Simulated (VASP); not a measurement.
# NbTe (P-6m2) in VASP: settings compared, part 2 of 2

VASP 6.6.1.

### Step 4. Single point, PBE

This run uses another cell than the first one, of 21.93 Å³/atom, 0.943 times its volume.

INCAR reads:

```
SYSTEM = NbTe
ALGO = Normal
EDIFF = 1E-6
ENCUT = 500
GGA = PE
GGA_COMPAT = .False.
ISIF = 2
ISMEAR = 0
LASPH = .True.
LCHARG = .False.
LREAL = .False.
LWAVE = .False.
NBANDS = 16
NELM = 120
PREC = Accurate
SIGMA = 0.028000000000000004
```

KPOINTS reads:

```
k-points
0
Gamma
  8 8 7
  0 0 0
```

POSCAR reads:

```
NbTe
1.0
    3.7029743866      0.0000000000      0.0000000000
   -1.8514871933      3.2068698884      0.0000000000
    0.0000000000      0.0000000000      3.6942110000
Te Nb
1 1
Direct
    0.6666666667      0.3333333333      0.0000000000
    0.0000000000      0.0000000000      0.5000000000
```

Potentials or basis: VASP PAW PBE potentials, release 64 (Te, Nb_sv).

The run is started by

```
cat potpaw_PBE.64/Te/POTCAR potpaw_PBE.64/Nb_sv/POTCAR > POTCAR
mpirun -np 1 vasp_std > vasp.out
```

OUTCAR:

```text
SYSTEM = NbTe
   EDIFF = 1E-6
   ENCUT = 500
   GGA = PE
   ISIF = 2
   ISMEAR = 0
   LASPH = .True.
   LREAL = .False.
   NELM = 120
   PREC = Accurate

 ion  position               nearest neighbor table
   1  0.667  0.333  0.000-   2 2.83   2 2.83   2 2.83   2 2.83   2 2.83   2 2.83
   2  0.000  0.000  0.500-   1 2.83   1 2.83   1 2.83   1 2.83   1 2.83   1 2.83

  LATTYP: Found a hexagonal cell.
 ALAT       =     3.7029743866
 C/A-ratio  =     0.9976334196

  Lattice vectors:

 A1 = (   3.7029743866,   0.0000000000,   0.0000000000)
 A2 = (  -1.8514871933,   3.2068698884,   0.0000000000)
 A3 = (   0.0000000000,   0.0000000000,   3.6942110000)

Analysis of symmetry for initial positions (statically):
=====================================================================
 Subroutine PRICEL returns:
 Original cell was already a primitive cell.

 Routine SETGRP: Setting up the symmetry group for a
 hexagonal supercell.

 Subroutine GETGRP returns: Found 12 space group operations
 (whereof 12 operations were pure point group operations)
 out of a pool of 24 trial point group operations.

The static configuration has the point symmetry D_3h.

Analysis of symmetry for dynamics (positions and initial velocities):
=====================================================================
 Subroutine PRICEL returns:
 Original cell was already a primitive cell.

 Routine SETGRP: Setting up the symmetry group for a
 hexagonal supercell.

 Subroutine GETGRP returns: Found 12 space group operations
 (whereof 12 operations were pure point group operations)
 out of a pool of 24 trial point group operations.

The dynamic configuration has the point symmetry D_3h.

 Subroutine INISYM returns: Found 12 space group operations
 (whereof 12 operations are pure point group operations),
 and found     1 'primitive' translations

----------------------------------------------------------------------------------------

                                     Primitive cell

  volume of cell :      43.8686

  direct lattice vectors                    reciprocal lattice vectors
     3.702974387  0.000000000  0.000000000     0.270053178  0.155915275  0.000000000
    -1.851487193  3.206869888  0.000000000     0.000000000  0.311830550  0.000000000
     0.000000000  0.000000000  3.694211000     0.000000000  0.000000000  0.270693796

  length of vectors
     3.702974387  3.702974387  3.694211000     0.311830550  0.311830550  0.270693796

  position of ions in fractional coordinates (direct lattice)
     0.666666667  0.333333333  0.000000000
     0.000000000  0.000000000  0.500000000

  ion indices of the primitive-cell ions
   primitive index   ion index
                 1           1
                 2           2

----------------------------------------------------------------------------------------

 KPOINTS: k-points

Automatic generation of k-mesh.
 Grid dimensions read from file:
 generate k-points for:    8    8    7

 Generating k-lattice:

  Cartesian coordinates                     Fractional coordinates (reciprocal lattice)
     0.033756647  0.019489409  0.000000000     0.125000000  0.000000000  0.000000000
     0.000000000  0.038978819  0.000000000     0.000000000  0.125000000  0.000000000
     0.000000000  0.000000000  0.038670542     0.000000000  0.000000000  0.142857143

  Length of vectors
     0.038978819  0.038978819  0.038670542

  Shift w.r.t. Gamma in fractional coordinates (k-lattice)
     0.000000000  0.000000000  0.000000000

 Subroutine IBZKPT returns following result:
 ===========================================

 Found     40 irreducible k-points:

 Following reciprocal coordinates:
            Coordinates               Weight
  0.000000  0.000000  0.000000      1.000000
  0.125000 -0.000000  0.000000      6.000000
  0.250000 -0.000000  0.000000      6.000000
  0.375000  0.000000  0.000000      6.000000
  0.500000 -0.000000  0.000000      3.000000
  0.125000  0.125000  0.000000      6.000000
[... 16 lines left out ...]
  0.250000 -0.000000  0.285714     12.000000
  0.375000  0.000000  0.285714     12.000000
 [... further k-points ...]
   k-points           NKPTS =     40   k-points in BZ     NKDIM =     40   number of bands    NBANDS=     16
   number of dos      NEDOS =    301   number of ions     NIONS =      2
   total plane-waves  NPLWV =  21952
   dimension x,y,z NGX =    28 NGY =   28 NGZ =   28
   dimension x,y,z NGXF=    56 NGYF=   56 NGZF=   56
   ions per type =               1   1
   NGX,Y,Z   is equivalent  to a cutoff of  12.57, 12.57, 12.60 a.u.
   NGXF,Y,Z  is equivalent  to a cutoff of  25.14, 25.14, 25.20 a.u.
 SYSTEM =  NbTe
   PREC   = accura    normal or accurate (medium, high low for compatibility)
   ISTART =      0    job   : 0-new  1-cont  2-samecut
   ICHARG =      2    charge: 1-file 2-atom 10-const
   ISPIN  =      1    spin polarized calculation?
   LNONCOLLINEAR =      F non collinear calculations
   LSORBIT =      F    spin-orbit coupling
   LASPH  =      T    aspherical Exc in radial PAW
   ENCUT  =  500.0 eV  36.75 Ry    6.06 a.u.   6.75  6.75  6.74*2*pi/ulx,y,z
   NELM   =    120;   NELMIN=  2; NELMDL= -5     # of ELM steps
   EDIFF  = 0.1E-05   stopping-criterion for ELM
   LREAL  =      F    real-space projection
   EDIFFG = 0.1E-04   stopping-criterion for IOM
   NSW    =      0    number of steps for IOM
   IBRION =     -1    ionic relax: 0-MD 1-quasi-New 2-CG
   NFREE  =      0    steps in history (QN), initial steepest desc. (CG)
   ISIF   =      2    stress and relaxation
   ISYM   =      2    0-nonsym 1-usesym 2-fastsym
   POTIM  = 0.5000    time-step for ionic-motion
   TEBEG  =    0.0;   TEEND  =   0.0 temperature during run
   PSTRESS=    0.0 pullay stress
   NELECT =      19.0000    total number of electrons
   NUPDOWN=      -1.0000    fix difference up-down
   EMIN   =  10.00;   EMAX   =-10.00  energy-range for DOS
   EFERMI =   0.00;   METHOD = LEGACY
   ISMEAR =     0;   SIGMA  =   0.03  broadening in eV -4-tet -1-fermi 0-gaus
   EFERMI_NEDOS =   21; number of points for ismear=-14 and -15
   IALGO  =     38    algorithm
   IMIX   =      4    mixing-type and parameters
     AMIX     =   0.40;   BMIX     =  1.00
     AMIX_MAG =   1.60;   BMIX_MAG =  1.00
  volume/ion in A,a.u.               =      21.93       148.02
  Fermi-wavevector in a.u.,A,eV,Ry     =   1.238630  2.340671 20.874103  1.534203
  Thomas-Fermi vector in A             =   2.373147
   LORBIT       =      0    0 simple, 1 ext, 2 COOP (PROOUT), +10 PAW based schemes
   GGA     = PE    functional components
   LHFCALC =     F    Hartree Fock is set to
   AEXX    =    0.0000 exact exchange contribution
   IVDW    =     0    specifies the selected vdW correction
   LEPSILON=     F    determine dielectric tensor
   LRPA    =     F    only Hartree local field effects (RPA)
 non-spin polarized calculation
 Gauss-broadening in eV      SIGMA  =   0.03
  energy-cutoff  :      500.00
  volume of cell :       43.87
 maximum number of plane-waves:      1141
 NGX is ok and might be reduce to    28
   NGX = 13   NGY = 13   NGZ = 13

 number of electron      18.9999998 magnetization

 Free energy of the ion-electron system (eV)
  ---------------------------------------------------
  ext. energy  EPLUGINS =         0.00000000
  ---------------------------------------------------
  free energy    TOTEN  =       -13.63446635 eV

  energy without entropy =      -13.63352533  energy(sigma->0) =      -13.63399584

 E-fermi :  11.0637     XC(G=0): -11.2768

 val. band max:       11.0527510784   @ k =   0.1250  -0.0000   0.2857
 cond. band min:      11.0814521830   @ k =   0.2500   0.1250   0.2857
 fundamental gap:      0.0287011046
 Fermi energy:        11.0636940578

 k-point     1 :       0.0000    0.0000    0.0000
  band No.  band energies     occupation
      1     -44.5600      2.00000
      2     -20.7468      2.00000
      3     -20.5651      2.00000
      4     -20.5651      2.00000
      5      -3.2127      2.00000
      6       7.8797      2.00000
[... 8 lines left out ...]
     15      16.9479      0.00000
     16      18.0374      0.00000
[... 419 lines left out ...]
 k-point    24 :       0.3750    0.0000    0.2857
  band No.  band energies     occupation
      1     -44.5494      2.00000
      2     -20.7892      2.00000
      3     -20.6666      2.00000
      4     -20.5837      2.00000
      5      -1.5440      2.00000
      6       4.8040      2.00000
[... 8 lines left out ...]
     15      17.3065      0.00000
     16      19.6417      0.00000

 [... further k-points ...]
[... 5 lines left out ...]
  --------------------------------------------------------------------------------------
  -------------------------------------------------------------------------------------
  Total       -0.3311757     -0.3311757     -0.0415604      0.0000000      0.0000000      0.0000000
  in kB      -12.0952616    -12.0952616     -1.5178783      0.0000000      0.0000000      0.0000000
  external PRESSURE =      -8.5694672 kB  Pullay stress =       0.0000000 kB

 VOLUME and BASIS-vectors are now :
 -----------------------------------------------------------------------------
  energy-cutoff  :      500.00
  volume of cell :       43.87
      direct lattice vectors                 reciprocal lattice vectors
     3.702974387  0.000000000  0.000000000     0.270053178  0.155915275  0.000000000
    -1.851487193  3.206869888  0.000000000     0.000000000  0.311830550  0.000000000
     0.000000000  0.000000000  3.694211000     0.000000000  0.000000000  0.270693796

 POSITION                                       TOTAL-FORCE (eV/Angst)
 -----------------------------------------------------------------------------------
      1.85149      1.06896      0.00000         0.000000      0.000000      0.000000
      0.00000      0.00000      1.84711         0.000000     -0.000000      0.000000
 -----------------------------------------------------------------------------------
    total drift:                               -0.000000      0.000000      0.000000

  FREE ENERGIE OF THE ION-ELECTRON SYSTEM (eV)
  ---------------------------------------------------
  free  energy   TOTEN  =       -13.6344663532 eV

  energy  without entropy=      -13.6335253338  energy(sigma->0) =      -13.63399584
```

OSZICAR:

```text
N       E                     dE             d eps       ncg     rms          rms(c)
DAV:   1     0.141859799547E+03    0.14186E+03   -0.95761E+03  1288   0.107E+03
DAV:   2    -0.426547348000E+01   -0.14613E+03   -0.14265E+03  1632   0.351E+02
DAV:   3    -0.138318692779E+02   -0.95664E+01   -0.93740E+01  2392   0.679E+01
DAV:   4    -0.140513388882E+02   -0.21947E+00   -0.21920E+00  1528   0.991E+00
DAV:   5    -0.140598238122E+02   -0.84849E-02   -0.84829E-02  2112   0.189E+00    0.702E+00
DAV:   6    -0.136593431855E+02    0.40048E+00   -0.13478E+00  1984   0.974E+00    0.305E+00
DAV:   7    -0.136402314232E+02    0.19112E-01   -0.68719E-02  1552   0.192E+00    0.164E+00
DAV:   8    -0.136343138250E+02    0.59176E-02   -0.19303E-02  1840   0.953E-01    0.209E-01
DAV:   9    -0.136344087270E+02   -0.94902E-04   -0.18066E-03  1816   0.327E-01    0.133E-01
DAV:  10    -0.136344730273E+02   -0.64300E-04   -0.28526E-04  1824   0.170E-01    0.182E-02
DAV:  11    -0.136344672085E+02    0.58189E-05   -0.24818E-05  1936   0.496E-02    0.151E-02
DAV:  12    -0.136344663532E+02    0.85526E-06   -0.11036E-06  1280   0.106E-02
   1 F= -.13634466E+02 E0= -.13633996E+02  d E =-.941019E-03
```

It took 10 s on 1 thread of Intel Xeon 6975P-C (Granite Rapids), shared host; peak memory 0.17 GiB.

Results:

- Free energy: -13.6345 eV
- Pressure: -0.9 GPa

Caveat: spin-orbit coupling is left out, which moves the levels of the heavy elements.

### Step 5. Overview

| level | cell | k mesh | cutoff (eV) | smearing | gap on the mesh (eV) | pressure (GPa) |
| --- | --- | --- | --- | --- | --- | --- |
| r2SCAN | a = 3.776, b = 3.776, c = 3.767 Å, angles 90.0, 90.0, 120.0°, 2 atoms | 8 × 8 × 7 | 520 | fermi-dirac 0.05 eV | none | -7.7 |
| PBEsol | a = 3.703, b = 3.703, c = 3.694 Å, angles 90.0, 90.0, 120.0°, 2 atoms | 5 × 5 × 4 | 520 | fermi-dirac 0.03 eV | none | -5.4 |
| PBE | a = 3.703, b = 3.703, c = 3.694 Å, angles 90.0, 90.0, 120.0°, 2 atoms | 8 × 8 × 7 | 500 | gaussian 0.028 eV | none | -0.9 |

Alike in all rows: task single point; potentials or basis VASP PAW PBE potentials, release 64 (Te, Nb_sv); no spin polarisation.

Caveats: some runs use coarse meshes; spin-orbit coupling is left out, which moves the levels of the heavy elements; the PAW data sets were made with another functional, which shifts forces and pressure a little (some runs).

Total energies depend on the potentials used, so only differences within one code and one set of settings carry meaning.
